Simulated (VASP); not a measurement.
The system is V.

```
CELL_PARAMETERS angstrom
2.69407 0.00000 0.00000
-1.34704 2.33314 0.00000
0.00000 0.00000 8.79885
ATOMIC_POSITIONS crystal
V 0.00000 0.00000 0.00000
V 0.00000 0.00000 0.50000
V 0.33333 0.66667 0.25000
V 0.66667 0.33333 0.75000
```

| Item | Value |
| --- | --- |
| Program | VASP 6.6.1 |
| Task | relaxation of cell and atoms |
| Functional | PBE |
| Potentials or basis | VASP PAW PBE potentials, release 64 (V_sv) |
| Cutoff | 600 eV |
| k mesh | 13 × 13 × 4 |
| Occupations | fermi-dirac, width 0.1 eV |
| Spin | no spin polarisation |

At the start: pressure 1.1 GPa; volume 13.83 Å³/atom.

Problem. Where does the relaxation end?

Solution. Over 11 steps the energy falls by 11.5 meV/atom and the volume is 13.89 Å³/atom (+0.4 %); space group P6_3/mmc (No. 194, to 0.05 Å).

Step by step:
```
step  energy change (eV)  largest force (eV/Å)  pressure (GPa)  volume (Å³)
   1              0.0000                0.0000            1.08        55.31
   2             -0.0141                0.0000           -1.31        56.05
   3             -0.0163                0.0000           -2.69        56.50
   4             -0.0234                0.0000           -2.51        56.44
   5             -0.0393                0.0000           -2.01        56.22
   6             -0.0273                0.0000           -0.57        55.71
   7             -0.0430                0.0000           -1.68        56.09
   8             -0.0433                0.0000           -1.57        56.05
   9             -0.0458                0.0000           -0.39        55.67
  10             -0.0459                0.0000           -0.09        55.56
  11             -0.0459                0.0000           -0.03        55.55
```

Final structure:
```
V
1.0
     2.63147    0.00000    0.00000
    -1.31574    2.27892    0.00000
     0.00000    0.00000    9.26308
V
4
Direct
  0.00000 0.00000 0.00000
  0.00000 0.00000 0.50000
  0.33333 0.66667 0.25000
  0.66667 0.33333 0.75000
```
